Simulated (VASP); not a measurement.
Crystal: ScPd3.

```
Sc Pd
1.0
     3.98200    0.00000    0.00000
     0.00000    3.98200    0.00000
     0.00000    0.00000    3.98200
Sc Pd
1 3
Direct
  0.00000 0.00000 0.00000
  0.00000 0.50000 0.50000
  0.50000 0.00000 0.50000
  0.50000 0.50000 0.00000
```

| Property | Result |
| --- | --- |
| Program | VASP 6.6.1 |
| Task | relaxation of cell and atoms |
| Functional | LDA |
| Potentials or basis | VASP PAW LDA potentials, release 64 (Sc_sv, Pd_sv_GW) |
| Cutoff | 630 eV |
| k mesh | 9 × 9 × 9 |
| Occupations | fermi-dirac, width 0.05 eV |
| Spin | no spin polarisation |

At the start: pressure -9.3 GPa; volume 15.78 Å³/atom.

Question: Where does the relaxation end?

Answer: Over 4 steps the energy falls by 26.8 meV/atom and the volume is 14.92 Å³/atom (-5.5 %); space group Pm-3m (No. 221, to 0.1 Å) before and after.

Step by step:
```csv
step,energy change (eV),largest force (eV/Å),pressure (GPa),volume (Å³)
1,0.0000,0.0000,-9.34,63.14
2,0.1314,0.0000,18.04,55.10
3,-0.1070,0.0000,-0.23,59.73
4,-0.1070,0.0000,-0.02,59.66
```

Final structure:
```
Sc Pd
1.0
     3.90756    0.00000    0.00000
     0.00000    3.90756    0.00000
     0.00000    0.00000    3.90756
Sc Pd
1 3
Direct
  0.00000 0.00000 0.00000
  0.00000 0.50000 0.50000
  0.50000 0.00000 0.50000
  0.50000 0.50000 0.00000
```
